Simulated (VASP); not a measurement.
# HfO2 (Fm-3m) in VASP: a series of runs, part 2 of 2

VASP 6.6.1. Earlier steps stand in the parts before.

**3. Dielectric tensor, PBE**

INCAR reads:

```
  ALGO = Normal
  EDIFF = 1E-8
  ENCUT = 520
  GGA = PE
  ISIF = 2
  ISMEAR = 0
  LASPH = True
  LCHARG = False
  LEPSILON = True
  LREAL = False
  LWAVE = False
  NELM = 60
  PREC = Accurate
  SIGMA = 0.01
```

KPOINTS reads:

```
k-points
0
Gamma
  9 9 9
```

POSCAR reads:

```
HfO2
1.0
    0.0000000000      2.5575000000      2.5575000000
    2.5575000000      0.0000000000      2.5575000000
    2.5575000000      2.5575000000      0.0000000000
Hf O
1 2
Direct
    0.0000000000      0.0000000000      0.0000000000
    0.7500000000      0.7500000000      0.7500000000
    0.2500000000      0.2500000000      0.2500000000
```

Potentials or basis: VASP PAW PBE potentials, release 64 (Hf_pv, O).

Command:

```console
$ cat potpaw_PBE.64/Hf_pv/POTCAR potpaw_PBE.64/O/POTCAR > POTCAR
$ mpirun -np 1 vasp_std > vasp.out
```

OUTCAR:

```text
EDIFF = 1E-8
   ENCUT = 520
   GGA = PE
   ISIF = 2
   ISMEAR = 0
   LASPH = True
   LEPSILON = True
   LREAL = False
   NELM = 60
   PREC = Accurate

 ion  position               nearest neighbor table
   1  0.000  0.000  0.000-   2 2.21   2 2.21   2 2.21   2 2.21   3 2.21   3 2.21   3 2.21   3 2.21

   2  0.750  0.750  0.750-   1 2.21   1 2.21   1 2.21   1 2.21
   3  0.250  0.250  0.250-   1 2.21   1 2.21   1 2.21   1 2.21

  LATTYP: Found a face centered cubic cell.
 ALAT       =     5.1150000000

  Lattice vectors:

 A1 = (   0.0000000000,   2.5575000000,   2.5575000000)
 A2 = (   2.5575000000,   0.0000000000,   2.5575000000)
 A3 = (   2.5575000000,   2.5575000000,   0.0000000000)

Analysis of symmetry for initial positions (statically):
=====================================================================
 Subroutine PRICEL returns:
 Original cell was already a primitive cell.

 Routine SETGRP: Setting up the symmetry group for a
 face centered cubic supercell.

[... 658 lines left out ...]
  ---------------------------------------------------
  free energy    TOTEN  =        -0.42314540 eV

  energy without entropy =       -0.42314540

------------------------ aborting loop because EDIFF is reached ----------------------------------------

 PIEZOELECTRIC TENSOR FIELD DIRECTION 3  (e Angst)
 -----------------------------------------------------------------------------
     0.00001  0.00000  0.00000           ( -0.00000  0.00000  0.00000)
     0.00000  0.00001  0.00000           (  0.00000 -0.00000  0.00000)
     0.00000  0.00000 -0.00038           (  0.00000  0.00000  0.00000)

 PIEZOELECTRIC TENSOR FIELD DIRECTION 3  (C/m^2)
 -----------------------------------------------------------------------------
     0.00000  0.00000  0.00000
     0.00000  0.00000  0.00000
     0.00000  0.00000 -0.00018

 MACROSCOPIC STATIC DIELECTRIC TENSOR (including local field effects in DFT)
 ------------------------------------------------------
           5.272427    -0.000000    -0.000000
           0.000000     5.272427    -0.000000
          -0.000000    -0.000000     5.272427
 ------------------------------------------------------

 PIEZOELECTRIC TENSOR (including local field effects)  for field in x, y, z        (e  Angst)
          XX          YY          ZZ          XY          YZ          ZX
  --------------------------------------------------------------------------------
  x     0.00000     0.00000     0.00000     0.00000     0.00000     0.00000
  y     0.00000     0.00000     0.00000     0.00000     0.00000     0.00000
  z     0.00000     0.00000     0.00000     0.00000     0.00000     0.00000

 PIEZOELECTRIC TENSOR (including local field effects)  for field in x, y, z        (C/m^2)
          XX          YY          ZZ          XY          YZ          ZX
  --------------------------------------------------------------------------------
  x     0.00000     0.00000     0.00000     0.00000     0.00000     0.00000
  y     0.00000     0.00000     0.00000     0.00000     0.00000     0.00000
  z     0.00000     0.00000     0.00000     0.00000     0.00000     0.00000

 BORN EFFECTIVE CHARGES (including local field effects) (in |e|, cummulative output)
 ---------------------------------------------------------------------------------
 ion    1
    1     5.50920     0.00000     0.00000
    2     0.00000     5.50920     0.00000
    3     0.00000     0.00000     5.50920
 ion    2
    1    -2.75460     0.00000     0.00000
    2     0.00000    -2.75460     0.00000
    3     0.00000     0.00000    -2.75460
 ion    3
    1    -2.75460     0.00000     0.00000
    2     0.00000    -2.75460     0.00000
    3     0.00000     0.00000    -2.75460
```

Run time: 4.6 min. Hardware: 1 thread of Intel Xeon 6975P-C (Granite Rapids), shared host; peak memory 0.24 GiB.

Results:

```yaml
Band_gap_on_the_k_mesh: 3.84 eV (least direct gap 3.95 eV)
Electronic_dielectric_tensor_diagonal: 5.27
Born_charges_mean_of_the_diagonal: Hf +5.51; O -2.75 e
```

Levels at points of the mesh, in eV from the valence-band top:
| k point | band 7 | band 8 | band 9 | band 10 | band 11 | band 12 | band 13 | band 14 | band 15 |
| --- | --- | --- | --- | --- | --- | --- | --- | --- | --- |
| (0.00, 0.00, 0.00) | -5.13 | -5.13 | -0.54 | -0.54 | -0.54 | 3.86 | 3.86 | 5.67 | 10.14 |

Electronic dielectric tensor:
```
5.27 0.00 0.00
0.00 5.27 0.00
0.00 0.00 5.27
```

Born effective charge tensors (e):
atom 1, Hf
```
5.51 0.00 0.00
0.00 5.51 0.00
0.00 0.00 5.51
```
atom 2, O
```
-2.75  0.00  0.00
 0.00 -2.75  0.00
 0.00  0.00 -2.75
```
atom 3, O
```
-2.75  0.00  0.00
 0.00 -2.75  0.00
 0.00  0.00 -2.75
```

Caveat: spin-orbit coupling is left out, which moves the levels of the heavy elements; an odd mesh through Γ misses points on the zone boundary, where band edges can lie.

**4. Elastic constants, PBE**

INCAR reads:

```
SYSTEM = HfO2
PREC = Accurate
ENCUT = 600
EDIFF = 1E-8
ISMEAR = 0
SIGMA = 0.01
LREAL = .FALSE.
LASPH = .TRUE.
NELM = 100
ALGO = Normal
ISIF = 3
LWAVE = .FALSE.
LCHARG = .FALSE.
GGA = PE
NBANDS = 18
IBRION = 6
NFREE = 2
POTIM = 0.015
NSW = 1
```

KPOINTS reads:

```
Automatic mesh
0
G
  7 7 7
  0 0 0
```

POSCAR is that of step 3.

Command:

```console
$ cat potpaw_PBE.64/Hf_pv/POTCAR potpaw_PBE.64/O/POTCAR > POTCAR
$ mpirun -np 1 vasp_std > vasp.out
```

Wall time 14 min (1 thread of Intel Xeon 6975P-C (Granite Rapids), shared host); peak memory 0.3 GiB.

The run converged. Its results:

* Elastic constants C11, C12, C44: 532, 80, 61 GPa
* Voigt bulk modulus: 231 GPa
* Highest phonon frequency at Γ, LO-TO splitting left out: 551 cm⁻¹

Phonon frequencies in cm⁻¹ (negative: imaginary):
```
              q point                    frequencies
(0.000, 0.000, 0.000)  0 0 0 197 197 197 551 551 551
```

Elastic tensor in Voigt notation (GPa, in the Cartesian axes of the cell as first typed):
```
532  80  80   0   0   0
 80 532  80   0   0   0
 80  80 532   0   0   0
  0   0   0  61   0   0
  0   0   0   0  61   0
  0   0   0   0   0  61
```

Clamped-ion elastic tensor (GPa):
```
532  80  80   0   0   0
 80 532  80   0   0   0
 80  80 532   0   0   0
  0   0   0  78   0   0
  0   0   0   0  78   0
  0   0   0   0   0  78
```

Caveat: the cell is under stress, which shifts elastic constants; spin-orbit coupling is left out, which moves the levels of the heavy elements.
